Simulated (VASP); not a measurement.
A run of VASP 6.6.1:

POSCAR

```
SnTe
1.0
    5.3879010630      0.0000000000      0.0000000000
   -2.6939505315      4.6660591936      0.0000000000
    0.0000000000      0.0000000000      6.4239308324
Sn Te
2 2
Direct
    0.3333333333      0.6666666667      0.2500000000
    0.6666666667      0.3333333333      0.7500000000
    0.6666666667      0.3333333333      0.2500000000
    0.3333333333      0.6666666667      0.7500000000
```

The input INCAR.step1:

```
ALGO = Normal
EDIFF = 1E-4
ENCUT = 520
GGA = PE
ISMEAR = -1
LASPH = T
LCHARG = F
LREAL = F
LWAVE = T
NBANDS = 28
NELM = 80
PREC = Accurate
SIGMA = 0.02
```

INCAR.step2

```
ALGO = Normal
EDIFF = 1E-6
ENCUT = 520
ISIF = 2
ISMEAR = -1
ISTART = 1
LASPH = T
LCHARG = T
LELF = T
LMIXTAU = T
LREAL = F
LVHAR = T
LWAVE = F
METAGGA = R2SCAN
NBANDS = 28
NELM = 80
PREC = Accurate
SIGMA = 0.02
```

KPOINTS

```
k-points
0
Gamma
  6 6 4
```

Potentials or basis: VASP PAW PBE potentials, release 64 (Sn_d, Te).

Command:

```bash
$ cat potpaw_PBE.64/Sn_d/POTCAR potpaw_PBE.64/Te/POTCAR > POTCAR
$ cp INCAR.step1 INCAR
$ mpirun -np 1 vasp_std > vasp.out
$ cp INCAR.step2 INCAR
$ mpirun -np 1 vasp_std > vasp.out
```

Hardware: 1 thread of Intel(R) Xeon(R) 6975P-C (Granite Rapids), with other jobs on the host.

Problem. Estimate the wall time of this run.

Solution. Wall time 5.6 min on 1 thread of Intel(R) Xeon(R) 6975P-C (Granite Rapids) (shared host), peak memory 0.34 GiB. Counts: k points 21.
